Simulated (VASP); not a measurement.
Here is a VASP 6.6.1 calculation.

Contents of INCAR:

```
PREC = Accurate ; ENCUT = 520
EDIFF = 1E-8 ; ISMEAR = 0
SIGMA = 0.01 ; LREAL = False
LASPH = True ; NELM = 60
ALGO = Normal ; ISIF = 2
LWAVE = False ; LCHARG = False
GGA = PS ; IBRION = 8
NSW = 1 ; LEPSILON = True
```

Contents of KPOINTS:

```
Automatic mesh
0
Gamma
  9 9 4
```

The input POSCAR:

```
ZnS
1.0
    3.5647967981      0.0000000000      0.0000000000
   -1.7823983991      3.0872045865      0.0000000000
    0.0000000000      0.0000000000      5.8167872181
Zn S
2 2
Direct
    0.0000000000      0.0000000000      0.0000000000
    0.0000000000      0.0000000000      0.5000000000
    0.3333333333      0.6666666667      0.2500000000
    0.6666666667      0.3333333333      0.7500000000
```

Potentials or basis: VASP PAW PBE potentials, release 64 (Zn, S).

Command:

```console
$ cat potpaw_PBE.64/Zn/POTCAR potpaw_PBE.64/S/POTCAR > POTCAR
$ mpirun -np 1 vasp_std > vasp.out
```

**Question.** Predict the electronic dielectric tensor (diagonal).

**Answer.** 10.80, 10.80, 11.35.

**Question.** Predict the Born charges (mean of the diagonal).

**Answer.** Zn +2.99; S -2.99 e.

**Question.** Predict the highest phonon frequency at Γ, LO-TO splitting left out.

**Answer.** 294 cm⁻¹.

Electronic dielectric tensor:
```
10.80  0.00  0.00
 0.00 10.80  0.00
 0.00  0.00 11.35
```
